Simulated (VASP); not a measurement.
# K3Cd2Se4O12 (a cell with a defect) in VASP: notebook, part 2 of 2

VASP 6.6.1. Earlier steps stand in the parts before.

**4. Single point, LDA**

The input, INCAR:

```
  ALGO = Normal
  EDIFF = 1E-6
  ENCUT = 520
  GGA = CA
  ISIF = 2
  ISMEAR = -1
  LASPH = T
  LCHARG = T
  LELF = T
  LREAL = Auto
  LVHAR = T
  LWAVE = F
  NBANDS = 90
  NELM = 60
  PREC = Accurate
  SIGMA = 0.05
```

The input, KPOINTS:

```
k-points
0
Gamma
  3 2 2
```

The input, POSCAR:

```
K3Cd2Se4O12
1.0
    5.7101419900     -0.0000000100     -0.0000005900
   -5.7101420000      9.8902560300     -0.0000011700
   -0.0000006500     -3.2967501300      6.3302155900
K Cd Se O
3 2 4 12
Direct
    0.8733030436      0.3821216854      0.4531924579
    0.1676430246      0.1724156968      0.5568667055
    0.7265480535      0.7621388846      0.4512494527
   -0.0056785029      0.0004572466     -0.0014753056
    0.0114121230      0.5012199064      0.0052825362
    0.6226000723      0.1296465568      0.8717474848
    0.3717952295      0.3596731017      0.1042008176
    0.6315047594      0.6314111367      0.9113689778
    0.3702200688      0.8713841261      0.0980344554
    0.7861547706      0.0380592758      0.7641707363
    0.6994536843      0.2471723748      0.7597382164
    0.2737518050      0.0001923205      0.7676369142
    0.2210839833      0.4577092468      0.2185718079
    0.7177328521      0.4970693119      0.2180358608
    0.3064723654      0.2497014215      0.2284428472
    0.8279307026      0.5617976485      0.8026673142
    0.6711524608      0.7484166459      0.8069866182
    0.2976208027      0.4779530057      0.7855089079
    0.1682134128      0.9367207218      0.2091741073
    0.7036609947      1.0263736094      0.2123554241
    0.3464304446      0.7566281010      0.2010606229
```

Potentials or basis: VASP PAW LDA potentials, release 64 (K_sv, Cd, Se, O).

Started as:

```console
$ cat potpaw_LDA.64/K_sv/POTCAR potpaw_LDA.64/Cd/POTCAR potpaw_LDA.64/Se/POTCAR potpaw_LDA.64/O/POTCAR > POTCAR
$ mpirun -np 1 vasp_std > vasp.out
```

OUTCAR:

```text
EDIFF = 1E-6
   ENCUT = 520
   GGA = CA
   ISIF = 2
   ISMEAR = -1
   LASPH = T
   LREAL = Auto
   NELM = 60
   PREC = Accurate

 ion  position               nearest neighbor table
   1  0.873  0.382  0.453-  13 2.63  16 2.63  18 2.82  14 2.87   5 3.56   2 3.78
   2  0.168  0.172  0.557-  10 2.79  15 2.80  19 2.84  20 2.85  18 2.87   4 3.54   3 3.77   1 3.78

   3  0.727  0.762  0.451-  17 2.62  21 2.77  14 2.78  10 2.89   4 3.51   2 3.77
   4  0.994  0.000  0.999-  17 2.26  15 2.27  12 2.29  20 2.30  19 2.32  10 2.34   7 3.28   3 3.51
                             2 3.54
[... 966 lines left out ...]
  Total       -3.5453623     -3.0722864     -3.3585164      0.6992108     -0.3680727     -0.6882973
  in kB      -15.8890636    -13.7689040    -15.0516860      3.1336160     -1.6495721     -3.0847060
  external PRESSURE =     -14.9032179 kB  Pullay stress =       0.0000000 kB

 VOLUME and BASIS-vectors are now :
 -----------------------------------------------------------------------------
  energy-cutoff  :      520.00
  volume of cell :      357.50
      direct lattice vectors                 reciprocal lattice vectors
     5.710141990 -0.000000010 -0.000000590     0.175126999  0.101109627  0.052657494
    -5.710142000  9.890256030 -0.000001170     0.000000006  0.101109627  0.052657476
    -0.000000650 -3.296750130  6.330215590     0.000000016  0.000000028  0.157972517

 POSITION                                       TOTAL-FORCE (eV/Angst)
 -----------------------------------------------------------------------------------
      2.80471      2.28522      2.86880         0.001282     -0.013752      0.000323
     -0.02725     -0.13062      3.52509         0.003449      0.000014      0.007481
     -0.20323      6.05009      2.85651         0.006365      0.011686     -0.003889
      5.67511     -3.28736      6.32088         0.003919      0.007834     -0.007858
     -2.79687      4.93978      0.03344         0.000100     -0.004640     -0.001253
      2.81483     -1.59170      5.51835         0.009975     -0.003817      0.282865
[... 13 lines left out ...]
      3.86741     -0.43924      1.34426         0.090680      0.140496      0.133687
     -2.34229      6.82040      1.27276         0.079560     -0.162825      0.118803
 -----------------------------------------------------------------------------------
    total drift:                                0.005409      0.000159      0.004150

  FREE ENERGIE OF THE ION-ELECTRON SYSTEM (eV)
  ---------------------------------------------------
  free  energy   TOTEN  =      -115.5437748665 eV

  energy  without entropy=     -115.4412312488  energy(sigma->0) =     -115.49250306
```

stdout:

```text
POSCAR found type information on POSCAR K CdSeO
 POSCAR found :  4 types and      21 ions
 scaLAPACK will be used
 LDA part: xc-table for (Slater(with rela. corr.)+CA(PZ))
 , standard interpolation
 -----------------------------------------------------------------------------
|                                                                             |
|           W    W    AA    RRRRR   N    N  II  N    N   GGGG   !!!           |
|           W    W   A  A   R    R  NN   N  II  NN   N  G    G  !!!           |
|           W    W  A    A  R    R  N N  N  II  N N  N  G       !!!           |
|           W WW W  AAAAAA  RRRRR   N  N N  II  N  N N  G  GGG   !            |
|           WW  WW  A    A  R   R   N   NN  II  N   NN  G    G                |
|           W    W  A    A  R    R  N    N  II  N    N   GGGG   !!!           |
|                                                                             |
|     Your reciprocal lattice and k-lattice belong to different lattice       |
|     classes:                                                                |
|                                                                             |
|        The reciprocal lattice is simple monoclinic,                         |
|        whereas your k-lattice is triclinic.                                 |
|                                                                             |
|     Results are often still useful ...                                      |
|                                                                             |
 -----------------------------------------------------------------------------

 POSCAR, INCAR and KPOINTS ok, starting setup
 FFT: planning ... GRIDC
 FFT: planning ... GRID_SOFT
 FFT: planning ... GRID
 WAVECAR not read
 entering main loop
```

Wall time 11 min (1 thread of Intel Xeon Platinum 8488C (Sapphire Rapids), shared host); peak memory 0.46 GiB.

What came out:

```
Free energy            : -115.5438 eV
Pressure               : -1.5 GPa
Largest force          : 0.303 eV/Å
Band gap on the k mesh : zero (an odd number of electrons rules out a gap without spin polarisation)
```

Forces in eV/Å, atoms in the order of the input:
```
K    0.001 -0.014  0.000
K    0.003  0.000  0.007
K    0.006  0.012 -0.004
Cd   0.004  0.008 -0.008
Cd   0.000 -0.005 -0.001
Se   0.010 -0.004  0.283
Se   0.000 -0.021 -0.302
Se  -0.015 -0.014  0.296
Se   0.002  0.022 -0.297
O    0.165 -0.059 -0.115
O   -0.041  0.167 -0.130
O   -0.137 -0.111 -0.129
O   -0.147  0.054  0.125
O    0.107  0.104  0.129
O    0.044 -0.140  0.146
O    0.169 -0.011 -0.120
O   -0.073  0.149 -0.125
O   -0.089 -0.127 -0.137
O   -0.181  0.012  0.129
O    0.091  0.140  0.134
O    0.080 -0.163  0.119
```

Stress tensor (GPa, compression positive):
```
-1.59  0.31 -0.31
 0.31 -1.38 -0.16
-0.31 -0.16 -1.51
```

Caveat: the k points lie up to 0.46 Å⁻¹ apart, too coarse for converged energies and pressures of a metal; an odd number of electrons without spin polarisation forces a metal; a magnetic or distorted state may lie lower.

**5. Single point, LDA**

The input, INCAR:

```
PREC = Accurate ; ENCUT = 520
EDIFF = 1E-6 ; ISMEAR = -1
SIGMA = 0.05 ; LREAL = Auto
LASPH = True ; NELM = 100
ALGO = Normal ; ISIF = 2
LWAVE = False ; LCHARG = False
NBANDS = 90
```

The input, KPOINTS:

```
Automatic mesh
0
Gamma
  3 2 2
```

The input, POSCAR:

```
K3Cd2Se4O12
1.0
    5.7101419900     -0.0000000100     -0.0000005900
   -5.7101420000      9.8902560300     -0.0000011700
   -0.0000006500     -3.2967501300      6.3302155900
K Cd Se O
3 2 4 12
Direct
    0.8670348805      0.3685556310      0.4462171790
    0.1581152674      0.1693995113      0.5596291692
    0.8798891835      0.7662488732      0.4619814877
   -0.0161490386     -0.0013879351      0.0050361616
    0.0148693922      0.5002140649     -0.0003845692
    0.6327364601      0.1389034552      0.8863179233
    0.3678841435      0.3533949994      0.1030269224
    0.6324029592      0.6291071404      0.9032324457
    0.3582285938      0.8710659155      0.1028339748
    0.8027995112      0.0507687355      0.7844400341
    0.6958157959      0.2469412318      0.7602656862
    0.2852135196      0.0041969506      0.7854792783
    0.2140096947      0.4502503805      0.2086768822
    0.7161063154      0.4871210913      0.2131366576
    0.2991098967      0.2477941579      0.2343655513
    0.8269526161      0.5581182290      0.7945058220
    0.6794522704      0.7469769439      0.7987406121
    0.2976063037      0.4766005373      0.7787803848
    0.1582512613      0.9375234505      0.2173986290
    0.6924149151      1.0251237778      0.2184313612
    0.3234941673      0.7547657299      0.2060945722
```

Potentials or basis: VASP PAW LDA potentials, release 64 (K_sv, Cd, Se, O).

Started as:

```console
$ cat potpaw_LDA.64/K_sv/POTCAR potpaw_LDA.64/Cd/POTCAR potpaw_LDA.64/Se/POTCAR potpaw_LDA.64/O/POTCAR > POTCAR
$ mpirun -np 1 vasp_std > vasp.out
```

OUTCAR:

```text
PREC = Accurate
   ENCUT = 520
   EDIFF = 1E-6
   ISMEAR = -1
   LREAL = Auto
   LASPH = True
   NELM = 100
   ISIF = 2

 ion  position               nearest neighbor table
   1  0.867  0.369  0.446-  13 2.66  16 2.67  18 2.80  14 2.88   5 3.54   2 3.72   2 3.81
   2  0.158  0.169  0.560-  10 2.74  15 2.79  19 2.79  20 2.85  18 2.86   4 3.51   1 3.72   3 3.78
                             1 3.81
   3  0.880  0.766  0.462-  14 2.58  12 2.60  17 2.70   4 3.55   2 3.78
   4  0.984  0.999  0.005-  17 2.25  15 2.27  10 2.30  20 2.31  19 2.31  12 2.32   7 3.25   2 3.51
                             3 3.55
   5  0.015  0.500  1.000-  13 2.27  21 2.28  14 2.28  16 2.28  18 2.29  11 2.32   8 3.27   6 3.28
                             1 3.54
   6  0.633  0.139  0.886-  10 1.70  12 1.70  11 1.70   5 3.28
   7  0.368  0.353  0.103-  13 1.69  14 1.70  15 1.71   4 3.25
   8  0.632  0.629  0.903-  17 1.70  16 1.70  18 1.71   5 3.27
   9  0.358  0.871  0.103-  21 1.69  20 1.70  19 1.71
  10  0.803  0.051  0.784-   6 1.70   4 2.30   2 2.74
  11  0.696  0.247  0.760-   6 1.70   5 2.32
  12  0.285  0.004  0.785-   6 1.70   4 2.32   3 2.60
  13  0.214  0.450  0.209-   7 1.69   5 2.27   1 2.66
[... 246 lines left out ...]
  band No.  band energies     occupation
      1     -27.4011      2.00000
      2     -27.3014      2.00000
      3     -27.2548      2.00000
      4     -20.1816      2.00000
      5     -20.0437      2.00000
      6     -19.9507      2.00000
[... 693 lines left out ...]
     84       6.4212      0.00000
     85       6.5089      0.00000
 [bands above 85 left out]

------------------------ aborting loop because EDIFF is reached ----------------------------------------

  FORCE on cell =-STRESS in cart. coord.  units (eV):
  Direction    XX          YY          ZZ          XY          YZ          ZX
  --------------------------------------------------------------------------------------
  -------------------------------------------------------------------------------------
  Total       -2.9676481     -2.1977396     -2.7478391     -0.1762701      0.7748970     -0.3252751
  in kB      -13.2999523     -9.8494938    -12.3148458     -0.7899803      3.4728151     -1.4577683
  external PRESSURE =     -11.8214306 kB  Pullay stress =       0.0000000 kB

 VOLUME and BASIS-vectors are now :
 -----------------------------------------------------------------------------
  energy-cutoff  :      520.00
  volume of cell :      357.50
      direct lattice vectors                 reciprocal lattice vectors
     5.710141990 -0.000000010 -0.000000590     0.175126999  0.101109627  0.052657494
    -5.710142000  9.890256030 -0.000001170     0.000000006  0.101109627  0.052657476
    -0.000000650 -3.296750130  6.330215590     0.000000016  0.000000028  0.157972517

 POSITION                                       TOTAL-FORCE (eV/Angst)
 -----------------------------------------------------------------------------------
      2.84639      2.17404      2.82465         0.000892      0.013164      0.000276
     -0.06444     -0.16955      3.54257         0.006675      0.020148     -0.001747
      0.64890      6.05536      2.92444        -0.097949      0.037859     -0.031375
     -0.08429      9.85993      0.03188         0.013042      0.001786     -0.001928
     -2.77139      1.65176      6.32778         0.003030     -0.010133      0.007654
      2.81986     -1.54818      5.61058        -0.025520      0.018525      0.282924
[... 13 lines left out ...]
      3.81033     -0.47163      1.38272         0.091997      0.137185      0.130342
     -2.46262      6.78538      1.30462         0.093089     -0.164165      0.135514
 -----------------------------------------------------------------------------------
    total drift:                               -0.015302     -0.002211      0.005605

  FREE ENERGIE OF THE ION-ELECTRON SYSTEM (eV)
  ---------------------------------------------------
  free  energy   TOTEN  =      -115.4529751361 eV

  energy  without entropy=     -115.3448241583  energy(sigma->0) =     -115.39889965
```

OSZICAR:

```text
N       E                     dE             d eps       ncg     rms          rms(c)
DAV:   1     0.121596440218E+04    0.12160E+04   -0.74306E+04  1440   0.153E+03
DAV:   2    -0.106771112211E+02   -0.12266E+04   -0.11864E+04  1720   0.408E+02
DAV:   3    -0.132289106588E+03   -0.12161E+03   -0.12020E+03  1840   0.126E+02
[... 11 lines left out ...]
DAV:  15    -0.115452963469E+03   -0.63505E-05   -0.15942E-04  2104   0.534E-02    0.311E-02
DAV:  16    -0.115452971559E+03   -0.80892E-05   -0.44439E-05  1792   0.245E-02    0.100E-02
DAV:  17    -0.115452973484E+03   -0.19253E-05   -0.79791E-06  1656   0.136E-02    0.647E-03
DAV:  18    -0.115452974894E+03   -0.14101E-05   -0.26818E-06  1120   0.694E-03    0.284E-03
DAV:  19    -0.115452975136E+03   -0.24203E-06   -0.66682E-07  1008   0.386E-03
   1 F= -.11545298E+03 E0= -.11539890E+03  d E =-.108151E+00
```

Run time: 10 min. Hardware: 1 thread of Intel Xeon Platinum 8488C (Sapphire Rapids), shared host; peak memory 0.45 GiB.

What came out:

* Free energy: -115.4530 eV
* Pressure: -1.2 GPa
* Largest force: 0.307 eV/Å
* Band gap on the k mesh: zero (an odd number of electrons rules out a gap without spin polarisation)

Forces in eV/Å, atoms in the order of the input:
```
K    0.001  0.013  0.000
K    0.007  0.020 -0.002
K   -0.098  0.038 -0.031
Cd   0.013  0.002 -0.002
Cd   0.003 -0.010  0.008
Se  -0.026  0.019  0.283
Se   0.029 -0.022 -0.304
Se  -0.016 -0.019  0.302
Se  -0.008  0.017 -0.290
O    0.192 -0.066 -0.135
O   -0.040  0.145 -0.133
O   -0.096 -0.119 -0.106
O   -0.154  0.068  0.139
O    0.119  0.095  0.126
O    0.048 -0.140  0.141
O    0.157 -0.029 -0.116
O   -0.067  0.132 -0.127
O   -0.092 -0.129 -0.145
O   -0.158  0.012  0.126
O    0.092  0.137  0.130
O    0.093 -0.164  0.136
```

Caveat: the k points lie up to 0.46 Å⁻¹ apart, too coarse for converged energies and pressures of a metal; an odd number of electrons without spin polarisation forces a metal; a magnetic or distorted state may lie lower.

**6. The runs side by side**

| cell | gap on the mesh (eV) | pressure (GPa) | largest force (eV/Å) |
| --- | --- | --- | --- |
| as given, atomic positions A | none | -1.2 | 0.31 |
| as given, atomic positions B | none | -1.5 | 0.31 |
| as given, atomic positions C | none | -1.5 | 0.30 |
| as given, atomic positions D | none | -1.2 | 0.31 |

Alike in all rows: task single point; level LDA; potentials or basis VASP PAW LDA potentials, release 64 (K_sv, Cd, Se, O); no spin polarisation; k mesh 3 × 2 × 2; cutoff (eV) 520; smearing fermi-dirac 0.05 eV.

Caveats: all runs use coarse meshes; an odd number of electrons without spin polarisation forces a metal; a magnetic or distorted state may lie lower.

Absolute energies hang on the potentials; compare differences alone.
